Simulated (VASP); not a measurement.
Set up this calculation in VASP 6.6.1, as the native input.

```yaml
Task: relaxation of cell and atoms
Functional: PBE
Potentials_or_basis: VASP PAW PBE potentials, release 64 (Rb_sv)
Cutoff: 600 eV
k_mesh: 8 × 8 × 8
Occupations: fermi-dirac, width 0.05 eV
Spin: no spin polarisation
Dipole_correction: no
Further_INCAR_settings: ALGO = Normal; EDIFF = 1e-06; IBRION = 2; EDIFFG = -0.005; NSW = 100; ISIF = 3
```

The structure of Rb lies in POSCAR:

```
Rb
1.0
   -2.8025000000      2.8025000000      2.8025000000
    2.8025000000     -2.8025000000      2.8025000000
    2.8025000000      2.8025000000     -2.8025000000
Rb
1
Direct
    0.0000000000      0.0000000000      0.0000000000
```

The input as run:

INCAR

```
SYSTEM = Rb
ALGO = Normal ; EDIFF = 1E-6
EDIFFG = -0.005 ; ENCUT = 600
GGA = PE ; IBRION = 2
ISIF = 3 ; ISMEAR = -1
LASPH = .TRUE. ; LCHARG = .FALSE.
LREAL = .FALSE. ; LWAVE = .FALSE.
NELM = 80 ; NSW = 100
PREC = Accurate ; SIGMA = 0.05
```

KPOINTS

```
k-points
0
G
  8 8 8
  0 0 0
```

Potentials or basis: VASP PAW PBE potentials, release 64 (Rb_sv).

Run with:

```console
$ cat potpaw_PBE.64/Rb_sv/POTCAR > POTCAR
$ mpirun -np 1 vasp_std > vasp.out
```

It gave:

The relaxed volume is 91.19 Å³/atom, the relaxed cell is a = 4.911 Å, b = 4.911 Å, c = 4.911 Å, α = 109.47°, β = 109.47°, γ = 109.47° and the space group after relaxing (to 0.05 Å) is Im-3m (No. 229). The energy gained by relaxing is 1.1 meV/atom and the ionic steps are 3. The pressure after relaxing is 0.0 GPa.

It took 37 s on 1 thread of Intel(R) Xeon(R) Platinum 8375C CPU @ 2.90GHz (Ice Lake), on a shared host, peak memory 0.25 GiB.
